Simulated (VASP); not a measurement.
## CaF2 (Fluorite): single point with PBE

Crystal: CaF2 (Fluorite).

```xyz
3
Lattice="0.0000 2.7401 2.7401 2.7401 0.0000 2.7401 2.7401 2.7401 0.0000" Properties=species:S:1:pos:R:3 pbc="T T T"
Ca    0.0000    0.0000    0.0000
F     1.3700    1.3700    1.3700
F     4.1101    4.1101    4.1101
```

```yaml
Program: VASP 6.6.1
Task: single point
Functional: PBE
Potentials_or_basis: VASP PAW PBE potentials, release 64 (Ca_sv, F)
Cutoff: 600 eV
k_mesh: 6 × 6 × 6
Occupations: gaussian, width 0.01 eV
Spin: no spin polarisation
```

| Quantity | Value |
| --- | --- |
| Pressure | 1.6 GPa |
| Band gap on the k mesh | 7.22 eV, indirect (least direct gap 7.48 eV) |

Levels at points of the mesh, in eV from the valence-band top:
```csv
k point,band 9,band 10,band 11,band 12,band 13,band 14,band 15,band 16
"(0.00, 0.00, 0.00)",-2.08,-0.25,-0.25,-0.25,7.22,9.13,9.13,11.15
"(0.50, 0.00, 0.00)",-1.28,-1.22,-0.83,-0.83,9.34,9.34,9.68,10.68
"(0.50, 0.50, 0.00)",-1.63,-0.36,-0.36,0.00,8.09,9.46,10.03,10.80
```

It took 12 s on 1 thread of AMD EPYC 9R45 (Zen 5), with other jobs on the host, peak memory 0.14 GiB.

A k mesh can miss the band edges. Expect the measured gap to be larger: semilocal functionals such as PBE lack the derivative discontinuity.
